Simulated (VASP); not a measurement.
# HfSi2B4 (P6/mmm) in VASP: further runs, part 2 of 2

VASP 6.6.1. Earlier steps stand in the parts before.

## (4) Single point, PBE

This run uses another cell than the first one, of 11.12 Å³/atom.

INCAR

```
SYSTEM = HfSi2B4
PREC = Accurate
ENCUT = 520
EDIFF = 1E-6
ISMEAR = 0
SIGMA = 0.1
LREAL = .FALSE.
LASPH = .TRUE.
NELM = 100
ALGO = Normal
ISIF = 2
LWAVE = .FALSE.
LCHARG = .TRUE.
GGA = PE
LELF = .TRUE.
LVHAR = .TRUE.
NBANDS = 24
```

KPOINTS

```
Automatic mesh
0
G
  12 12 4
  0 0 0
```

POSCAR

```
HfSi2B4
1.0
    3.0404671955      0.0000000000      0.0000000000
   -1.5202335978      2.6331218307      0.0000000000
    0.0000000000      0.0000000000      9.7200419586
Hf Si B
1 2 4
Direct
    0.0000000000      0.0000000000      0.0000000000
    0.0000000000      0.0000000000      0.6328537020
    0.0000000000      0.0000000000      0.3671462980
    0.6666666667      0.3333333333      0.1862814711
    0.3333333333      0.6666666667      0.1862814711
    0.3333333333      0.6666666667      0.8137185289
    0.6666666667      0.3333333333      0.8137185289
```

Potentials or basis: VASP PAW PBE potentials, release 64 (Hf_pv, Si, B).

On the command line:

```console
cat potpaw_PBE.64/Hf_pv/POTCAR potpaw_PBE.64/Si/POTCAR potpaw_PBE.64/B/POTCAR > POTCAR
mpirun -np 1 vasp_std > vasp.out
```

OUTCAR:

```text
SYSTEM = HfSi2B4
   PREC = Accurate
   ENCUT = 520
   EDIFF = 1E-6
   ISMEAR = 0
   LREAL = .FALSE.
   LASPH = .TRUE.
   NELM = 100
   ISIF = 2
   GGA = PE

 ion  position               nearest neighbor table
   1  0.000  0.000  0.000-   4 2.52   5 2.52   6 2.52   7 2.52   4 2.52   7 2.52   5 2.52   6 2.52
                             4 2.52   7 2.52   5 2.52   6 2.52
   2  0.000  0.000  0.633-   6 2.48   7 2.48   7 2.48   6 2.48   7 2.48   6 2.48   3 2.58
   3  0.000  0.000  0.367-   4 2.48   5 2.48   4 2.48   5 2.48   4 2.48   5 2.48   2 2.58
   4  0.667  0.333  0.186-   5 1.76   5 1.76   5 1.76   3 2.48   3 2.48   3 2.48   1 2.52   1 2.52
                             1 2.52
   5  0.333  0.667  0.186-   4 1.76   4 1.76   4 1.76   3 2.48   3 2.48   3 2.48   1 2.52   1 2.52
                             1 2.52
   6  0.333  0.667  0.814-   7 1.76   7 1.76   7 1.76   2 2.48   2 2.48   2 2.48   1 2.52   1 2.52
                             1 2.52
   7  0.667  0.333  0.814-   6 1.76   6 1.76   6 1.76   2 2.48   2 2.48   2 2.48   1 2.52   1 2.52
                             1 2.52

  LATTYP: Found a hexagonal cell.
 ALAT       =     3.0404671955
 C/A-ratio  =     3.1968909163

  Lattice vectors:

 A1 = (   3.0404671955,   0.0000000000,   0.0000000000)
[... 197 lines left out ...]
      1     -22.9348      2.00000
      2     -22.1704      2.00000
      3     -22.1704      2.00000
      4      -6.6959      2.00000
      5      -5.9634      2.00000
      6      -3.0109      2.00000
[... 637 lines left out ...]
     23      12.9712      0.00000
     24      13.6293      0.00000

 [... further k-points ...]

------------------------ aborting loop because EDIFF is reached ----------------------------------------

  FORCE on cell =-STRESS in cart. coord.  units (eV):
  Direction    XX          YY          ZZ          XY          YZ          ZX
  --------------------------------------------------------------------------------------
  -------------------------------------------------------------------------------------
  Total       -0.0905343     -0.0905343     -0.1503966      0.0000000     -0.0000000      0.0000000
  in kB       -1.8639936     -1.8639936     -3.0964859      0.0000000     -0.0000000      0.0000000
  external PRESSURE =      -2.2748244 kB  Pullay stress =       0.0000000 kB

 VOLUME and BASIS-vectors are now :
 -----------------------------------------------------------------------------
  energy-cutoff  :      520.00
  volume of cell :       77.82
      direct lattice vectors                 reciprocal lattice vectors
     3.040467196  0.000000000  0.000000000     0.328896823  0.189888669  0.000000000
    -1.520233598  2.633121831  0.000000000     0.000000000  0.379777338  0.000000000
     0.000000000  0.000000000  9.720041959     0.000000000  0.000000000  0.102880214

 POSITION                                       TOTAL-FORCE (eV/Angst)
 -----------------------------------------------------------------------------------
      0.00000      0.00000      0.00000         0.000000      0.000000      0.000000
      0.00000      0.00000      6.15136        -0.000000      0.000000      0.012765
      0.00000      0.00000      3.56868        -0.000000     -0.000000     -0.012765
      1.52023      0.87771      1.81066         0.000000      0.000000     -0.011081
     -0.00000      1.75541      1.81066        -0.000000     -0.000000     -0.011081
     -0.00000      1.75541      7.90938         0.000000     -0.000000      0.011081
      1.52023      0.87771      7.90938         0.000000      0.000000      0.011081
 -----------------------------------------------------------------------------------
    total drift:                               -0.000000      0.000000     -0.000000

  FREE ENERGIE OF THE ION-ELECTRON SYSTEM (eV)
  ---------------------------------------------------
  free  energy   TOTEN  =       -47.3552195335 eV

  energy  without entropy=      -47.3465742113  energy(sigma->0) =      -47.35089687
```

It took 1.7 min on 1 thread of AMD EPYC 7R43 (Zen 3), shared host; peak memory 0.21 GiB.

What came out:

- Free energy: -47.3552 eV
- Pressure: -0.2 GPa
- Largest force: 0.013 eV/Å
- Band gap on the k mesh: zero (bands 15 and 16 overlap by 3.09 eV)

Forces in eV/Å, atoms in the order of the input:
```
Hf   0.000  0.000  0.000
Si   0.000  0.000  0.013
Si   0.000  0.000 -0.013
B    0.000  0.000 -0.011
B    0.000  0.000 -0.011
B    0.000  0.000  0.011
B    0.000  0.000  0.011
```

Caveat: spin-orbit coupling is left out, which moves the levels of the heavy elements.

## (5) The runs side by side

| cell | gap on the mesh (eV) | pressure (GPa) | largest force (eV/Å) |
| --- | --- | --- | --- |
| a = 3.016, b = 3.016, c = 9.584 Å, angles 90.0, 90.0, 120.0°, 7 atoms, atomic positions A | none | 4.1 | 0.01 |
| a = 3.041, b = 3.041, c = 9.718 Å, angles 90.0, 90.0, 120.0°, 7 atoms, atomic positions B | none | -0.2 | 0.02 |
| a = 3.040, b = 3.040, c = 9.720 Å, angles 90.0, 90.0, 120.0°, 7 atoms, atomic positions B | none | -0.2 | 0.01 |

Alike in all rows: task single point; level PBE; potentials or basis VASP PAW PBE potentials, release 64 (Hf_pv, Si, B); no spin polarisation; k mesh 12 × 12 × 4; cutoff (eV) 520; smearing gaussian 0.1 eV.

Caveats: spin-orbit coupling is left out, which moves the levels of the heavy elements; the cell stands under pressure (at least some runs).

Total energies depend on the potentials used, so only differences within one code and one set of settings carry meaning.
